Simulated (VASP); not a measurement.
# SrLi2SnS4 (I-42m) in VASP: further runs, part 2 of 2

VASP 6.6.1. Earlier steps stand in the parts before.

**4. Single point, r2SCAN (23.09 Å³/atom)**

This run uses another cell than the first one, of 23.09 Å³/atom.

The input, POSCAR:

```
SrLi2SnS4
1.0
   -3.3752849600      3.3752849600      4.0541128461
    3.3752849600     -3.3752849600      4.0541128461
    3.3752849600      3.3752849600     -4.0541128461
Li Sr Sn S
2 1 1 4
Direct
    0.2500000000      0.7500000000      0.5000000000
    0.7500000000      0.2500000000      0.5000000000
    0.5000000000      0.5000000000      0.0000000000
    0.0000000000      0.0000000000      0.0000000000
    0.0368209321      0.0368209321      0.4152325976
    0.9631790679      0.3784116655      0.0000000000
    0.6215883345      0.6215883345      0.5847674024
    0.3784116655      0.9631790679      0.0000000000
```

The input, INCAR.step1:

```
SYSTEM = SrLi2SnS4
ALGO     = Normal         ! electronic algorithm
EDIFF    = 1E-4           ! SCF threshold, eV
ENCUT    = 520            ! plane-wave cutoff, eV
GGA      = PE             ! functional
ISMEAR   = 0              ! smearing method
LASPH    = .True.         ! aspherical terms in the spheres
LCHARG   = .False.        ! write CHGCAR
LREAL    = .False.        ! projectors in reciprocal space
LWAVE    = .True.         ! write WAVECAR
NBANDS   = 37             ! bands
NELM     = 100            ! most SCF steps
PREC     = Accurate       ! precision mode
SIGMA    = 0.01           ! smearing width, eV
```

The input, INCAR.step2:

```
SYSTEM = SrLi2SnS4
ALGO     = Normal         ! electronic algorithm
EDIFF    = 1E-6           ! SCF threshold, eV
ENCUT    = 520            ! plane-wave cutoff, eV
ISIF     = 2              ! what is computed and relaxed
ISMEAR   = 0              ! smearing method
ISTART   = 1            
LASPH    = .True.         ! aspherical terms in the spheres
LCHARG   = .True.         ! write CHGCAR
LELF     = .True.         ! ELF
LMIXTAU  = .True.       
LREAL    = .False.        ! projectors in reciprocal space
LVHAR    = .True.       
LWAVE    = .False.        ! write WAVECAR
METAGGA  = R2SCAN         ! meta-GGA
NBANDS   = 37             ! bands
NELM     = 100            ! most SCF steps
PREC     = Accurate       ! precision mode
SIGMA    = 0.01           ! smearing width, eV
```

The input, KPOINTS:

```
k-points
0
Gamma
  4 4 4
  0 0 0
```

Potentials or basis: VASP PAW PBE potentials, release 64 (Li_sv, Sr_sv, Sn_d, S).

Launch:

```bash
$ cat potpaw_PBE.64/Li_sv/POTCAR potpaw_PBE.64/Sr_sv/POTCAR potpaw_PBE.64/Sn_d/POTCAR potpaw_PBE.64/S/POTCAR > POTCAR
$ cp INCAR.step1 INCAR
$ mpirun -np 1 vasp_std > vasp.out
$ cp INCAR.step2 INCAR
$ mpirun -np 1 vasp_std > vasp.out
```

OUTCAR:

```text
SYSTEM = SrLi2SnS4
   EDIFF = 1E-6
   ENCUT = 520
   ISIF = 2
   ISMEAR = 0
   ISTART = 1
   LASPH = .True.
   LREAL = .False.
   METAGGA = R2SCAN
   NELM = 100
   PREC = Accurate

 ion  position               nearest neighbor table
   1  0.250  0.750  0.500-   5 2.50   7 2.50   8 2.50   6 2.50
   2  0.750  0.250  0.500-   5 2.50   6 2.50   7 2.50   8 2.50
   3  0.500  0.500  0.000-   7 3.12   6 3.12   8 3.12   5 3.12   5 3.32   7 3.32   8 3.32   6 3.32
                             4 4.05   4 4.05
   4  0.000  0.000  0.000-   5 2.42   6 2.42   8 2.42   7 2.42   3 4.05   3 4.05
   5  0.037  0.037  0.415-   4 2.42   2 2.50   1 2.50   3 3.12   3 3.32
   6  0.963  0.378  0.000-   4 2.42   1 2.50   2 2.50   3 3.12   3 3.32
   7  0.622  0.622  0.585-   4 2.42   2 2.50   1 2.50   3 3.12   3 3.32
   8  0.378  0.963  0.000-   4 2.42   2 2.50   1 2.50   3 3.12   3 3.32

  LATTYP: Found a body centered tetragonal cell.
 ALAT       =     6.7505699200
 C/A-ratio  =     1.2011172076

  Lattice vectors:

 A1 = (  -3.3752849600,   3.3752849600,   4.0541128461)
 A2 = (   3.3752849600,  -3.3752849600,   4.0541128461)
 A3 = (   3.3752849600,   3.3752849600,  -4.0541128461)

Analysis of symmetry for initial positions (statically):
=====================================================================
 Subroutine PRICEL returns:
 Original cell was already a primitive cell.

 Routine SETGRP: Setting up the symmetry group for a
 body centered tetragonal supercell.

 Subroutine GETGRP returns: Found  8 space group operations
 (whereof  8 operations were pure point group operations)
 out of a pool of 16 trial point group operations.

The static configuration has the point symmetry D_2d.

Analysis of symmetry for dynamics (positions and initial velocities):
=====================================================================
 Subroutine PRICEL returns:
 Original cell was already a primitive cell.

 Routine SETGRP: Setting up the symmetry group for a
 body centered tetragonal supercell.

 Subroutine GETGRP returns: Found  8 space group operations
 (whereof  8 operations were pure point group operations)
 out of a pool of 16 trial point group operations.

The dynamic configuration has the point symmetry D_2d.

 Subroutine INISYM returns: Found  8 space group operations
 (whereof  8 operations are pure point group operations),
 and found     1 'primitive' translations

----------------------------------------------------------------------------------------

                                     Primitive cell

  volume of cell :     184.7467

  direct lattice vectors                    reciprocal lattice vectors
    -3.375284960  3.375284960  4.054112846     0.000000000  0.148135641  0.123331545
     3.375284960 -3.375284960  4.054112846     0.148135641  0.000000000  0.123331545
     3.375284960  3.375284960 -4.054112846     0.148135641  0.148135641  0.000000000

  length of vectors
     6.262661422  6.262661422  6.262661422     0.192755903  0.192755903  0.209495432

  position of ions in fractional coordinates (direct lattice)
     0.250000000  0.750000000  0.500000000
     0.750000000  0.250000000  0.500000000
     0.500000000  0.500000000  0.000000000
[... 52 lines left out ...]
  0.250000  0.250000  0.250000      2.000000
 -0.250000  0.250000  0.250000      4.000000
  0.500000  0.500000  0.250000      4.000000
 -0.250000  0.500000  0.250000      8.000000
 -0.250000 -0.250000  0.250000      2.000000
  0.500000  0.500000  0.500000      1.000000
   k-points           NKPTS =     13   k-points in BZ     NKDIM =     13   number of bands    NBANDS=     37
   number of dos      NEDOS =    301   number of ions     NIONS =      8
   total plane-waves  NPLWV = 110592
   dimension x,y,z NGX =    48 NGY =   48 NGZ =   48
   dimension x,y,z NGXF=    96 NGYF=   96 NGZF=   96
   ions per type =               2   1   1   4
   NGX,Y,Z   is equivalent  to a cutoff of  12.74, 12.74, 12.74 a.u.
   NGXF,Y,Z  is equivalent  to a cutoff of  25.48, 25.48, 25.48 a.u.
 SYSTEM =  SrLi2SnS4
   PREC   = accura    normal or accurate (medium, high low for compatibility)
   ISTART =      1    job   : 0-new  1-cont  2-samecut
   ICHARG =      0    charge: 1-file 2-atom 10-const
   ISPIN  =      1    spin polarized calculation?
   LNONCOLLINEAR =      F non collinear calculations
   LSORBIT =      F    spin-orbit coupling
   LASPH  =      T    aspherical Exc in radial PAW
   ENCUT  =  520.0 eV  38.22 Ry    6.18 a.u.  11.64 11.64 11.64*2*pi/ulx,y,z
   NELM   =    100;   NELMIN=  2; NELMDL=  0     # of ELM steps
   EDIFF  = 0.1E-05   stopping-criterion for ELM
   LREAL  =      F    real-space projection
   EDIFFG = 0.1E-04   stopping-criterion for IOM
   NSW    =      0    number of steps for IOM
   IBRION =     -1    ionic relax: 0-MD 1-quasi-New 2-CG
   NFREE  =      0    steps in history (QN), initial steepest desc. (CG)
   ISIF   =      2    stress and relaxation
   ISYM   =      2    0-nonsym 1-usesym 2-fastsym
   POTIM  = 0.5000    time-step for ionic-motion
   TEBEG  =    0.0;   TEEND  =   0.0 temperature during run
   PSTRESS=    0.0 pullay stress
   NELECT =      54.0000    total number of electrons
   NUPDOWN=      -1.0000    fix difference up-down
   EMIN   =  10.00;   EMAX   =-10.00  energy-range for DOS
   EFERMI =   0.00;   METHOD = LEGACY
   ISMEAR =     0;   SIGMA  =   0.01  broadening in eV -4-tet -1-fermi 0-gaus
   EFERMI_NEDOS =   21; number of points for ismear=-14 and -15
   IALGO  =     38    algorithm
   IMIX   =      4    mixing-type and parameters
     AMIX     =   0.40;   BMIX     =  1.00
     AMIX_MAG =   1.60;   BMIX_MAG =  1.00
  volume/ion in A,a.u.               =      23.09       155.84
  Fermi-wavevector in a.u.,A,eV,Ry     =   1.086460  2.053112 16.060261  1.180396
  Thomas-Fermi vector in A             =   2.222597
   LORBIT       =      0    0 simple, 1 ext, 2 COOP (PROOUT), +10 PAW based schemes
   METAGGA = R2SCAN    functional components
   LHFCALC =     F    Hartree Fock is set to
   AEXX    =    0.0000 exact exchange contribution
   IVDW    =     0    specifies the selected vdW correction
   LEPSILON=     F    determine dielectric tensor
   LRPA    =     F    only Hartree local field effects (RPA)
 non-spin polarized calculation
 Gauss-broadening in eV      SIGMA  =   0.01
  energy-cutoff  :      520.00
  volume of cell :      184.75
 maximum number of plane-waves:      4992
 NGX is ok and might be reduce to    48
   NGX = 23   NGY = 23   NGZ = 23

 number of electron      54.0000018 magnetization

 Free energy of the ion-electron system (eV)
  ---------------------------------------------------
  ext. energy  EPLUGINS =         0.00000000
  ---------------------------------------------------
  free energy    TOTEN  =       -88.09548522 eV

  energy without entropy =      -88.09548522  energy(sigma->0) =      -88.09548522

 E-fermi :   2.3440     XC(G=0):  -9.1575

 val. band max:        2.2335336080   @ k =   0.5000   0.5000   0.5000
 cond. band min:       5.1239369309   @ k =   0.5000   0.5000   0.5000
 fundamental gap:      2.8904033230
 Fermi energy:         2.3439569375

 k-point     1 :       0.0000    0.0000    0.0000
  band No.  band energies     occupation
      1     -43.8153      2.00000
      2     -43.8151      2.00000
      3     -33.2169      2.00000
      4     -19.2804      2.00000
      5     -19.2803      2.00000
      6     -19.2690      2.00000
[... 509 lines left out ...]
     36       9.3232      0.00000
     37       9.8427      0.00000

------------------------ aborting loop because EDIFF is reached ----------------------------------------

  FORCE on cell =-STRESS in cart. coord.  units (eV):
  Direction    XX          YY          ZZ          XY          YZ          ZX
  --------------------------------------------------------------------------------------
  -------------------------------------------------------------------------------------
  Total       -2.0754851     -2.0754851     -1.6875412      0.0000000      0.0000000      0.0000000
  in kB      -17.9992121    -17.9992121    -14.6348492      0.0000000      0.0000000      0.0000000
  external PRESSURE =     -16.8777578 kB  Pullay stress =       0.0000000 kB

 VOLUME and BASIS-vectors are now :
 -----------------------------------------------------------------------------
  energy-cutoff  :      520.00
  volume of cell :      184.75
      direct lattice vectors                 reciprocal lattice vectors
    -3.375284960  3.375284960  4.054112846     0.000000000  0.148135641  0.123331545
     3.375284960 -3.375284960  4.054112846     0.148135641  0.000000000  0.123331545
     3.375284960  3.375284960 -4.054112846     0.148135641  0.148135641  0.000000000

 POSITION                                       TOTAL-FORCE (eV/Angst)
 -----------------------------------------------------------------------------------
      3.37528      0.00000      2.02706         0.000000     -0.000000      0.000000
      0.00000      3.37528      2.02706        -0.000000      0.000000      0.000000
      0.00000      0.00000      4.05411         0.000000      0.000000      0.000000
      0.00000      0.00000      0.00000         0.000000     -0.000000      0.000000
      1.40153      1.40153     -1.38485        -0.130444     -0.130444      0.113179
     -1.97376      1.97376      5.43896        -0.130444      0.130444     -0.113179
      1.97376      1.97376      2.66927         0.130444      0.130444      0.113179
      1.97376     -1.97376      5.43896         0.130444     -0.130444     -0.113179
 -----------------------------------------------------------------------------------
    total drift:                               -0.000129     -0.000129     -0.000114

  FREE ENERGIE OF THE ION-ELECTRON SYSTEM (eV)
  ---------------------------------------------------
  free  energy   TOTEN  =       -88.0954852181 eV

  energy  without entropy=      -88.0954852181  energy(sigma->0) =      -88.09548522
```

Run time: 12 min. Hardware: 1 thread of Oxide Virtual Turin-like, shared host; peak memory 0.39 GiB.

What came out:

| Quantity | Value |
| --- | --- |
| Free energy | -88.0955 eV |
| Largest force | 0.216 eV/Å |
| Band gap on the k mesh | 2.89 eV |

Forces in eV/Å, atoms in the order of the input:
```
Li   0.000  0.000  0.000
Li   0.000  0.000  0.000
Sr   0.000  0.000  0.000
Sn   0.000  0.000  0.000
S   -0.130 -0.130  0.113
S   -0.130  0.130 -0.113
S    0.130  0.130  0.113
S    0.130 -0.130 -0.113
```

Levels at points of the mesh, in eV from the valence-band top:
```csv
k point,band 23,band 24,band 25,band 26,band 27,band 28,band 29,band 30,band 31,band 32
"(0.00, 0.00, 0.00)",-0.93,-0.91,-0.47,-0.37,-0.37,2.94,4.41,5.04,5.46,5.89
"(0.50, 0.00, 0.00)",-1.23,-1.14,-0.84,-0.63,-0.45,3.20,4.27,5.27,5.41,5.60
"(0.50, 0.50, 0.00)",-1.26,-1.22,-1.05,-0.98,-0.48,3.31,4.75,5.16,5.20,5.31
"(0.50, 0.50, 0.50)",-1.92,-1.66,-0.45,-0.45,0.00,2.89,4.54,4.54,4.92,5.76
```

Caveat: the cutoff is under 1.25 times the usual one of these potentials, so pressure, stress and relaxed cells hold a basis-set (Pulay) error; the PAW data sets were made with another functional, which shifts forces and pressure a little; spin-orbit coupling is left out, which moves the levels of the heavy elements.

**5. The runs side by side**

```csv
cell,gap on the mesh (eV),largest force (eV/Å)
"a = 6.139 Å, angles 114.8, 114.8, 99.3°, 8 atoms",3.09,0.22
"a = 6.201 Å, angles 114.8, 114.8, 99.3°, 8 atoms",2.99,0.02
"a = 6.263 Å, angles 114.8, 114.8, 99.3°, 8 atoms",2.89,0.22
```

Alike in all rows: task single point; level r2SCAN; potentials or basis VASP PAW PBE potentials, release 64 (Li_sv, Sr_sv, Sn_d, S); no spin polarisation; k mesh 4 × 4 × 4; cutoff (eV) 520; smearing gaussian 0.01 eV.

Caveats: the cutoff is under 1.25 times the usual one of these potentials, so pressure, stress and relaxed cells hold a basis-set (Pulay) error; the PAW data sets were made with another functional, which shifts forces and pressure a little; spin-orbit coupling is left out, which moves the levels of the heavy elements.

Absolute energies hang on the potentials; compare differences alone.
